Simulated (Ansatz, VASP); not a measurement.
O: VASP beside Ansatz

File INCAR:

```
SYSTEM = O
ALGO     = Normal         ! electronic algorithm
EDIFF    = 1E-6           ! SCF threshold, eV
ENCUT    = 520            ! plane-wave cutoff, eV
GGA      = PE             ! functional
ISIF     = 2              ! what is computed and relaxed
ISMEAR   = -1             ! smearing method
LASPH    = .TRUE.         ! aspherical terms in the spheres
LCHARG   = .FALSE.        ! write CHGCAR
LREAL    = .FALSE.        ! projectors in reciprocal space
LWAVE    = .FALSE.        ! write WAVECAR
NBANDS   = 13             ! bands
NELM     = 60             ! most SCF steps
PREC     = Accurate       ! precision mode
SIGMA    = 0.05           ! smearing width, eV
```

KPOINTS

```
k-points
0
G
  12 12 12
  0 0 0
```

The input POSCAR:

```
O
1.0
    0.0000000000      1.8772008259      3.8726695203
    1.4916936829      0.0000000000      3.8726695203
    1.4916936829      1.8772008259      0.0000000000
O
2
Direct
    0.5789020000      0.5789020000      0.4210980000
    0.4210980000      0.4210980000      0.5789020000
```

input.yaml

```yaml
crystal:
  lattice:
    - [0.0, 1.8772008259, 3.8726695203]
    - [1.4916936829, 0.0, 3.8726695203]
    - [1.4916936829, 1.8772008259, 0.0]
  atoms:
    - { symbol: O, position: [0.578902, 0.578902, 0.421098] }
    - { symbol: O, position: [0.421098, 0.421098, 0.578902] }
kpoints:
  mp_grid: { grid: [12, 12, 12] }
scf:
  occupations: { method: fermi_dirac, width: 0.05 }
hamiltonian:
  xc: pbe
  pseudopotentials: { kind: all_electron, lapw: { basis_error: 0.0005 } }
output:
  forces: true
  stress: true
  eigenvalues: true
```

Change from the starting cell: volume scaled by 0.98.

Alike in both runs: task single point; functional PBE; k mesh 12 × 12 × 12; occupations fermi-dirac, width 0.05 eV; no spin polarisation.

```csv
,VASP,Ansatz
version,VASP 6.6.1,Ansatz 0.2.0
potentials or method,"VASP PAW PBE potentials, release 64 (O), cutoff 520 eV","all-electron LAPW, scalar-relativistic"
```

```tsv
	VASP	Ansatz	Ansatz less VASP
gap on the k mesh at the Fermi level (eV)	none	none	-
pressure (GPa)	3.3	0.1	-3.17
traceless stress, the component that is largest in VASP (GPa)	3.06	-3.90	-6.958
rms of the force components (eV/Å)	0.272	0.409	+0.1368
```

Atom by atom the forces differ by 0.681 eV/Å (rms over components). A gap of «none» marks a metal or a gap that the smearing closes. Ansatz ran all-electron here, and VASP with PAW potentials.

Noted on VASP's run: the standard files for N, O and F lose accuracy on very short bonds; spin is off for a triplet molecule. Noted on Ansatz's run: spin is off for a triplet molecule.
